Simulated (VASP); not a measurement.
# KI (I4/mmm) in VASP: further runs, part 3 of 3

VASP 6.6.1. The steps go on from the part before.

## (7) Single point, PBE (strain +0.080 along x and y, +0.040 along z)

File INCAR:

```
SYSTEM = KI
ALGO = Normal ; EDIFF = 1E-6
ENCUT = 520 ; GGA = PE
ISIF = 2 ; ISMEAR = 0
LASPH = .TRUE. ; LCHARG = .FALSE.
LREAL = .FALSE. ; LWAVE = .FALSE.
NBANDS = 15 ; NELM = 60
PREC = Accurate ; SIGMA = 0.05
```

File KPOINTS:

```
k-points
0
G
  6 6 6
  0 0 0
```

File POSCAR:

```
KI
1.0
    0.0000000000      3.8065140000      3.6655320000
    3.8065140000      0.0000000000      3.6655320000
    3.8065140000      3.8065140000      0.0000000000
K I
1 1
Direct
    0.0000000000      0.0000000000      0.0000000000
    0.5000000000      0.5000000000      0.5000000000
```

Potentials or basis: VASP PAW PBE potentials, release 64 (K_sv, I).

On the command line:

```bash
cat potpaw_PBE.64/K_sv/POTCAR potpaw_PBE.64/I/POTCAR > POTCAR
mpirun -np 1 vasp_std > vasp.out
```

OUTCAR:

```text
SYSTEM = KI
   EDIFF = 1E-6
   ENCUT = 520
   GGA = PE
   ISIF = 2
   ISMEAR = 0
   LASPH = .TRUE.
   LREAL = .FALSE.
   NELM = 60
   PREC = Accurate

 ion  position               nearest neighbor table
   1  0.000  0.000  0.000-   2 3.67   2 3.67
   2  0.500  0.500  0.500-   1 3.67   1 3.67

  LATTYP: Found a body centered tetragonal cell.
 ALAT       =     5.3832237242
 C/A-ratio  =     1.3618352823

  Lattice vectors:

 A1 = (   0.0000000000,  -3.8065140000,  -3.6655320000)
 A2 = (   0.0000000000,   3.8065140000,  -3.6655320000)
 A3 = (   3.8065140000,   0.0000000000,   3.6655320000)

Analysis of symmetry for initial positions (statically):
=====================================================================
 Subroutine PRICEL returns:
 Original cell was already a primitive cell.

 Routine SETGRP: Setting up the symmetry group for a
 body centered tetragonal supercell.

 Subroutine GETGRP returns: Found 16 space group operations
 (whereof 16 operations were pure point group operations)
 out of a pool of 16 trial point group operations.

The static configuration has the point symmetry D_4h.
[... 174 lines left out ...]
      5     -11.5337      2.00000
      6      -1.2694      2.00000
      7      -1.2554      2.00000
      8      -1.2554      2.00000
      9       2.3175      0.00000
     10       5.1867      0.00000
     11       5.1867      0.00000
     12       5.3802      0.00000
     13       5.7864      0.00000
     14       5.9183      0.00000
[... 401 lines left out ...]
      2     -13.6289      2.00000
      3     -13.6169      2.00000
      4     -13.6101      2.00000
      5     -11.4461      2.00000
      6      -1.9614      2.00000
      7      -1.6337      2.00000
      8      -1.5023      2.00000
      9       4.1725      0.00000
     10       4.4677      0.00000
     11       5.9061      0.00000
     12       6.6410      0.00000
     13       6.9755      0.00000
     14       7.6032      0.00000
     15       7.8545      0.00000

 [... further k-points ...]

------------------------ aborting loop because EDIFF is reached ----------------------------------------

  FORCE on cell =-STRESS in cart. coord.  units (eV):
  Direction    XX          YY          ZZ          XY          YZ          ZX
  --------------------------------------------------------------------------------------
  -------------------------------------------------------------------------------------
  Total       -0.7405172     -0.7405172     -0.5132839      0.0000000      0.0000000      0.0000000
  in kB      -11.1692458    -11.1692458     -7.7418785      0.0000000      0.0000000      0.0000000
  external PRESSURE =     -10.0267901 kB  Pullay stress =       0.0000000 kB

 VOLUME and BASIS-vectors are now :
 -----------------------------------------------------------------------------
  energy-cutoff  :      520.00
  volume of cell :      106.22
      direct lattice vectors                 reciprocal lattice vectors
     0.000000000  3.806514000  3.665532000    -0.131353779  0.131353779  0.136405848
     3.806514000  0.000000000  3.665532000     0.131353779 -0.131353779  0.136405848
     3.806514000  3.806514000  0.000000000     0.131353779  0.131353779 -0.136405848

 POSITION                                       TOTAL-FORCE (eV/Angst)
 -----------------------------------------------------------------------------------
      0.00000      0.00000      0.00000         0.000000      0.000000      0.000000
      3.80651      3.80651      3.66553         0.000000      0.000000      0.000000
 -----------------------------------------------------------------------------------
    total drift:                                0.000000     -0.000000     -0.000000

  FREE ENERGIE OF THE ION-ELECTRON SYSTEM (eV)
  ---------------------------------------------------
  free  energy   TOTEN  =        -5.5139447936 eV

  energy  without entropy=       -5.5139447936  energy(sigma->0) =       -5.51394479
```

stdout:

```text
POSCAR found type information on POSCAR K I
 POSCAR found :  2 types and       2 ions
 scaLAPACK will be used
 LDA part: xc-table for (Slater+PW92), standard interpolation
 POSCAR, INCAR and KPOINTS ok, starting setup
 FFT: planning ... GRIDC
 FFT: planning ... GRID_SOFT
 FFT: planning ... GRID
 WAVECAR not read
 entering main loop
```

It took 19 s on 1 thread of Intel Xeon 6975P-C (Granite Rapids), shared host; peak memory 0.25 GiB.

What came out:

```
Free energy            : -5.5139 eV
Pressure               : -1.0 GPa
Band gap on the k mesh : 3.57 eV, direct
```

Levels at points of the mesh, in eV from the valence-band top:
| k point | band 4 | band 5 | band 6 | band 7 | band 8 | band 9 | band 10 | band 11 | band 12 | band 13 |
| --- | --- | --- | --- | --- | --- | --- | --- | --- | --- | --- |
| (0.00, 0.00, 0.00) | -12.35 | -10.28 | -0.01 | 0.00 | 0.00 | 3.57 | 6.44 | 6.44 | 6.64 | 7.04 |
| (0.50, 0.00, 0.00) | -12.35 | -10.16 | -0.96 | -0.22 | -0.22 | 5.30 | 7.03 | 7.63 | 7.88 | 8.32 |
| (0.50, 0.50, 0.00) | -12.36 | -10.19 | -0.73 | -0.30 | -0.30 | 5.13 | 5.36 | 7.91 | 8.03 | 8.12 |
| (0.50, 0.00, 0.50) | -12.35 | -10.20 | -0.74 | -0.29 | -0.24 | 5.17 | 5.32 | 7.82 | 7.85 | 8.12 |

Caveat: the cell differs from its parent crystal (strain +0.080 along x and y, +0.040 along z); spin-orbit coupling is left out, which moves the levels of the heavy elements.

## (8) Overview

```tsv
cell	gap on the mesh (eV)	pressure (GPa)
a = 4.894, b = 4.894, c = 4.586 Å, angles 62.1, 62.1, 55.9°, 2 atoms	4.18	3.9
a = 4.988, b = 4.988, c = 5.184 Å, angles 58.7, 58.7, 62.6°, 2 atoms	3.88	0.5
a = 5.188, b = 5.188, c = 4.984 Å, angles 61.3, 61.3, 57.4°, 2 atoms	3.80	0.0
a = 5.000, b = 5.000, c = 5.383 Å, angles 57.4, 57.4, 65.1°, 2 atoms	3.77	0.8
a = 5.188, b = 5.188, c = 5.383 Å, angles 58.7, 58.7, 62.5°, 2 atoms	3.65	-0.7
a = 5.284, b = 5.284, c = 5.383 Å, angles 59.4, 59.4, 61.2°, 2 atoms	3.57	-1.0
```

Alike in all rows: task single point; level PBE; potentials or basis VASP PAW PBE potentials, release 64 (K_sv, I); no spin polarisation; k mesh 6 × 6 × 6; cutoff (eV) 520; smearing gaussian 0.05 eV.

Caveats: spin-orbit coupling is left out, which moves the levels of the heavy elements.

Total energies depend on the potentials used, so only differences within one code and one set of settings carry meaning.
